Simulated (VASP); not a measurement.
# As (R-3m) in VASP: further runs

The runs below take As through single point, relaxation of cell and atoms, with PBE.

Program: VASP 6.6.1. These are calculated values, not measurements. Logs are shortened: lines on timing, memory, paths and dates and some standing lists are left out, and cuts for length are marked.

## (1) The cell of the first run

Symmetry: R-3m, No. 166, trigonal system. Conventional cell: a = 3.798 Å, b = 3.798 Å, c = 10.303 Å, α = 90.00°, β = 90.00°, γ = 120.00°. Within 3.4 Å of As (site symmetry 3m) lie 6 As at 2.54 to 3.07 Å.

## (2) Single point, PBE

INCAR reads:

```
SYSTEM = As
PREC = Accurate ; ENCUT = 520
EDIFF = 1E-6 ; ISMEAR = -1
SIGMA = 0.05 ; LREAL = .False.
LASPH = .True. ; NELM = 60
ALGO = Normal ; ISIF = 2
LWAVE = .False. ; LCHARG = .True.
GGA = PE ; LELF = .True.
LVHAR = .True. ; NBANDS = 12
```

KPOINTS reads:

```
regular mesh
0
Gamma
  9 9 9
  0 0 0
```

POSCAR reads:

```
As
1.0
    1.8989036303      1.0963325221      3.4341775470
   -1.8989036303      1.0963325221      3.4341775470
    0.0000000000     -2.1926650442      3.4341775470
As
2
Direct
    0.2290069991      0.2290069991      0.2290069991
    0.7709930009      0.7709930009      0.7709930009
```

Potentials or basis: VASP PAW PBE potentials, release 64 (As).

Command:

```bash
$ cat potpaw_PBE.64/As/POTCAR > POTCAR
$ mpirun -np 1 vasp_std > vasp.out
```

OUTCAR:

```text
SYSTEM = As
   PREC = Accurate
   ENCUT = 520
   EDIFF = 1E-6
   ISMEAR = -1
   LREAL = .False.
   LASPH = .True.
   NELM = 60
   ISIF = 2
   GGA = PE

 ion  position               nearest neighbor table
   1  0.229  0.229  0.229-   2 2.54   2 2.54   2 2.54
   2  0.771  0.771  0.771-   1 2.54   1 2.54   1 2.54

  LATTYP: Found a trigonal (rhomboedric) cell.
 ALAT       =     4.0744760915
 COS(alpha) =     0.5655975183

  Lattice vectors:

 A1 = (   1.8989036303,   1.0963325221,   3.4341775470)
 A2 = (  -1.8989036303,   1.0963325221,   3.4341775470)
 A3 = (   0.0000000000,  -2.1926650442,   3.4341775470)

Analysis of symmetry for initial positions (statically):
=====================================================================
 Subroutine PRICEL returns:
 Original cell was already a primitive cell.

 Routine SETGRP: Setting up the symmetry group for a
 trigonal (rhombohedral) supercell.

 Subroutine GETGRP returns: Found 12 space group operations
 (whereof 12 operations were pure point group operations)
 out of a pool of 12 trial point group operations.

The static configuration has the point symmetry D_3d.

Analysis of symmetry for dynamics (positions and initial velocities):
=====================================================================
 Subroutine PRICEL returns:
 Original cell was already a primitive cell.

 Routine SETGRP: Setting up the symmetry group for a
 trigonal (rhombohedral) supercell.

 Subroutine GETGRP returns: Found 12 space group operations
 (whereof 12 operations were pure point group operations)
 out of a pool of 12 trial point group operations.

The dynamic configuration has the point symmetry D_3d.

 Subroutine INISYM returns: Found 12 space group operations
 (whereof 12 operations are pure point group operations),
 and found     1 'primitive' translations

----------------------------------------------------------------------------------------

                                     Primitive cell

  volume of cell :      42.8962

  direct lattice vectors                    reciprocal lattice vectors
     1.898903630  1.096332522  3.434177547     0.263309834  0.152022004  0.097063512
    -1.898903630  1.096332522  3.434177547    -0.263309834  0.152022004  0.097063512
     0.000000000 -2.192665044  3.434177547     0.000000000 -0.304044007  0.097063512

  length of vectors
     4.074476092  4.074476092  4.074476092     0.319161532  0.319161532  0.319161532

  position of ions in fractional coordinates (direct lattice)
     0.229006999  0.229006999  0.229006999
     0.770993001  0.770993001  0.770993001

  ion indices of the primitive-cell ions
   primitive index   ion index
                 1           1
                 2           2

----------------------------------------------------------------------------------------

 KPOINTS: regular mesh

Automatic generation of k-mesh.
 Grid dimensions read from file:
 generate k-points for:    9    9    9

 Generating k-lattice:

  Cartesian coordinates                     Fractional coordinates (reciprocal lattice)
     0.029256648  0.016891334  0.010784835     0.111111111  0.000000000  0.000000000
    -0.029256648  0.016891334  0.010784835     0.000000000  0.111111111  0.000000000
     0.000000000 -0.033782667  0.010784835     0.000000000  0.000000000  0.111111111

  Length of vectors
     0.035462392  0.035462392  0.035462392

  Shift w.r.t. Gamma in fractional coordinates (k-lattice)
     0.000000000  0.000000000  0.000000000

 Subroutine IBZKPT returns following result:
 ===========================================

 Found     85 irreducible k-points:

 Following reciprocal coordinates:
            Coordinates               Weight
  0.000000  0.000000  0.000000      1.000000
  0.111111  0.000000  0.000000      6.000000
  0.222222  0.000000 -0.000000      6.000000
  0.333333  0.000000  0.000000      6.000000
  0.444444  0.000000 -0.000000      6.000000
  0.111111  0.111111  0.000000      6.000000
[... 16 lines left out ...]
 -0.333333  0.333333  0.000000      6.000000
  0.444444  0.444444  0.000000      6.000000
 [... further k-points ...]
   k-points           NKPTS =     85   k-points in BZ     NKDIM =     85   number of bands    NBANDS=     12
   number of dos      NEDOS =    301   number of ions     NIONS =      2
   total plane-waves  NPLWV =  27000
   dimension x,y,z NGX =    30 NGY =   30 NGZ =   30
   dimension x,y,z NGXF=    60 NGYF=   60 NGZF=   60
   ions per type =               2
   NGX,Y,Z   is equivalent  to a cutoff of  12.24, 12.24, 12.24 a.u.
   NGXF,Y,Z  is equivalent  to a cutoff of  24.48, 24.48, 24.48 a.u.
 SYSTEM =  As
   PREC   = accura    normal or accurate (medium, high low for compatibility)
   ISTART =      0    job   : 0-new  1-cont  2-samecut
   ICHARG =      2    charge: 1-file 2-atom 10-const
   ISPIN  =      1    spin polarized calculation?
   LNONCOLLINEAR =      F non collinear calculations
   LSORBIT =      F    spin-orbit coupling
   LASPH  =      T    aspherical Exc in radial PAW
   ENCUT  =  520.0 eV  38.22 Ry    6.18 a.u.   7.58  7.58  7.58*2*pi/ulx,y,z
   NELM   =     60;   NELMIN=  2; NELMDL= -5     # of ELM steps
   EDIFF  = 0.1E-05   stopping-criterion for ELM
   LREAL  =      F    real-space projection
   EDIFFG = 0.1E-04   stopping-criterion for IOM
   NSW    =      0    number of steps for IOM
   IBRION =     -1    ionic relax: 0-MD 1-quasi-New 2-CG
   NFREE  =      0    steps in history (QN), initial steepest desc. (CG)
   ISIF   =      2    stress and relaxation
   ISYM   =      2    0-nonsym 1-usesym 2-fastsym
   POTIM  = 0.5000    time-step for ionic-motion
   TEBEG  =    0.0;   TEEND  =   0.0 temperature during run
   PSTRESS=    0.0 pullay stress
   NELECT =      10.0000    total number of electrons
   NUPDOWN=      -1.0000    fix difference up-down
   EMIN   =  10.00;   EMAX   =-10.00  energy-range for DOS
   EFERMI =   0.00;   METHOD = LEGACY
   ISMEAR =    -1;   SIGMA  =   0.05  broadening in eV -4-tet -1-fermi 0-gaus
   EFERMI_NEDOS =   21; number of points for ismear=-14 and -15
   IALGO  =     38    algorithm
   IMIX   =      4    mixing-type and parameters
     AMIX     =   0.40;   BMIX     =  1.00
     AMIX_MAG =   1.60;   BMIX_MAG =  1.00
  volume/ion in A,a.u.               =      21.45       144.74
  Fermi-wavevector in a.u.,A,eV,Ry     =   1.007554  1.904001 13.812165  1.015166
  Thomas-Fermi vector in A             =   2.140366
   LORBIT       =      0    0 simple, 1 ext, 2 COOP (PROOUT), +10 PAW based schemes
   GGA     = PE    functional components
   LHFCALC =     F    Hartree Fock is set to
   AEXX    =    0.0000 exact exchange contribution
   IVDW    =     0    specifies the selected vdW correction
   LEPSILON=     F    determine dielectric tensor
   LRPA    =     F    only Hartree local field effects (RPA)
 non-spin polarized calculation
  energy-cutoff  :      520.00
  volume of cell :       42.90
 maximum number of plane-waves:      1169
   NGX = 15   NGY = 15   NGZ = 15

 number of electron      10.0000000 magnetization

 Free energy of the ion-electron system (eV)
  ---------------------------------------------------
  ext. energy  EPLUGINS =         0.00000000
  ---------------------------------------------------
  free energy    TOTEN  =        -9.33839262 eV

  energy without entropy =       -9.33693730  energy(sigma->0) =       -9.33766496

 E-fermi :   5.4440     XC(G=0): -10.0054

 val. band max:        5.3751289749   @ k =   0.3333   0.2222   0.2222
 cond. band min:       5.4667259450   @ k =   0.4444   0.0000  -0.0000
 fundamental gap:      0.0915969701
 Fermi energy:         5.4440380536

 k-point     1 :       0.0000    0.0000    0.0000
  band No.  band energies     occupation
      1      -9.4816      2.00000
      2      -0.2703      2.00000
      3       3.0874      2.00000
      4       3.4471      2.00000
      5       3.4471      2.00000
      6       7.4121      0.00000
      7       8.4909      0.00000
      8       8.4909      0.00000
      9      12.0950      0.00000
     10      12.0950      0.00000
     11      12.4923      0.00000
     12      14.0532      0.00000

 k-point     2 :       0.1111    0.0000    0.0000
  band No.  band energies     occupation
      1      -9.3180      2.00000
      2      -0.8769      2.00000
      3       3.1030      2.00000
      4       3.3558      2.00000
      5       3.5377      2.00000
      6       7.5437      0.00000
      7       8.1501      0.00000
      8       8.2670      0.00000
      9      11.3382      0.00000
     10      11.9695      0.00000
     11      12.0359      0.00000
     12      15.1005      0.00000

 k-point     3 :       0.2222    0.0000   -0.0000
  band No.  band energies     occupation
      1      -8.8320      2.00000
      2      -2.2558      2.00000
      3       2.9577      2.00000
      4       3.1545      2.00000
      5       3.9481      2.00000
      6       7.0192      0.00000
      7       7.5136      0.00000
      8       7.6415      0.00000
      9      11.3955      0.00000
     10      12.0192      0.00000
     11      12.7496      0.00000
     12      17.2304      0.00000

 k-point     4 :       0.3333    0.0000    0.0000
  band No.  band energies     occupation
      1      -8.0427      2.00000
      2      -3.8492      2.00000
      3       2.9128      2.00000
      4       2.9664      2.00000
      5       4.3960      2.00000
      6       6.1774      0.00000
      7       6.5688      0.00000
      8       6.9853      0.00000
      9      12.4162      0.00000
     10      13.3735      0.00000
     11      14.3111      0.00000
     12      17.9541      0.00000

 k-point     5 :       0.4444    0.0000   -0.0000
  band No.  band energies     occupation
      1      -7.0433      2.00000
      2      -5.3009      2.00000
      3       2.8624      2.00000
      4       2.9638      2.00000
      5       4.8791      1.99998
      6       5.4667      0.77694
      7       5.8776      0.00034
      8       6.5994      0.00000
      9      13.9310      0.00000
     10      15.4433      0.00000
     11      16.1552      0.00000
     12      16.4219      0.00000
[... 228 lines left out ...]
      1      -7.1873      2.00000
      2      -3.8324      2.00000
      3      -0.0904      2.00000
      4       1.4552      2.00000
      5       1.8692      2.00000
      6       7.8087      0.00000
      7      10.0896      0.00000
      8      10.9443      0.00000
      9      11.2198      0.00000
     10      16.5283      0.00000
     11      16.7040      0.00000
     12      17.6108      0.00000

 k-point    22 :      -0.4444    0.3333   -0.0000
  band No.  band energies     occupation
      1      -6.4352      2.00000
      2      -4.8028      2.00000
      3      -0.5513      2.00000
      4       1.6546      2.00000
      5       1.9738      2.00000
      6       8.7655      0.00000
      7       9.2668      0.00000
      8      10.3754      0.00000
      9      11.7127      0.00000
     10      15.2039      0.00000
     11      16.6701      0.00000
     12      18.5561      0.00000

 k-point    23 :      -0.3333    0.3333    0.0000
  band No.  band energies     occupation
      1      -5.8507      2.00000
      2      -5.6684      2.00000
      3      -0.4560      2.00000
      4       2.2490      2.00000
      5       2.3564      2.00000
      6       8.0696      0.00000
      7       8.1996      0.00000
      8      11.4184      0.00000
      9      11.9291      0.00000
     10      13.4463      0.00000
     11      15.5143      0.00000
     12      18.1260      0.00000

 k-point    24 :       0.4444    0.4444    0.0000
  band No.  band energies     occupation
      1      -6.8828      2.00000
      2      -3.9354      2.00000
      3      -0.4862      2.00000
      4       1.3249      2.00000
      5       1.3650      2.00000
      6       7.1300      0.00000
      7      10.9028      0.00000
      8      12.0659      0.00000
      9      12.4020      0.00000
     10      15.9313      0.00000
     11      17.1688      0.00000
     12      18.6083      0.00000

 [... further k-points ...]
[... 5 lines left out ...]
  --------------------------------------------------------------------------------------
  -------------------------------------------------------------------------------------
  Total        0.6165664      0.6165664      0.5847594      0.0000000     -0.0000000     -0.0000000
  in kB       23.0287953     23.0287953     21.8408020      0.0000000     -0.0000000     -0.0000000
  external PRESSURE =      22.6327975 kB  Pullay stress =       0.0000000 kB

 VOLUME and BASIS-vectors are now :
 -----------------------------------------------------------------------------
  energy-cutoff  :      520.00
  volume of cell :       42.90
      direct lattice vectors                 reciprocal lattice vectors
     1.898903630  1.096332522  3.434177547     0.263309834  0.152022004  0.097063512
    -1.898903630  1.096332522  3.434177547    -0.263309834  0.152022004  0.097063512
     0.000000000 -2.192665044  3.434177547     0.000000000 -0.304044007  0.097063512

 POSITION                                       TOTAL-FORCE (eV/Angst)
 -----------------------------------------------------------------------------------
      0.00000      0.00000      2.35935         0.000000      0.000000      0.045951
      0.00000      0.00000      7.94318         0.000000     -0.000000     -0.045951
 -----------------------------------------------------------------------------------
    total drift:                               -0.000000     -0.000000      0.000000

  FREE ENERGIE OF THE ION-ELECTRON SYSTEM (eV)
  ---------------------------------------------------
  free  energy   TOTEN  =        -9.3383926215 eV

  energy  without entropy=       -9.3369372962  energy(sigma->0) =       -9.33766496
```

Run time: 29 s. Hardware: 1 thread of Intel Xeon Platinum 8488C (Sapphire Rapids), shared host; peak memory 0.18 GiB.

Results:

```yaml
Free_energy: -9.3384 eV
Pressure: 2.3 GPa
Largest_force: 0.046 eV/Å
Band_gap_on_the_k_mesh: 0.09 eV, indirect (least direct gap 0.59 eV)
```

Forces on the atoms (eV/Å):
```
As   0.000  0.000  0.046
As   0.000  0.000 -0.046
```

A k mesh can miss the band edges.

[end of part 1 of 2]
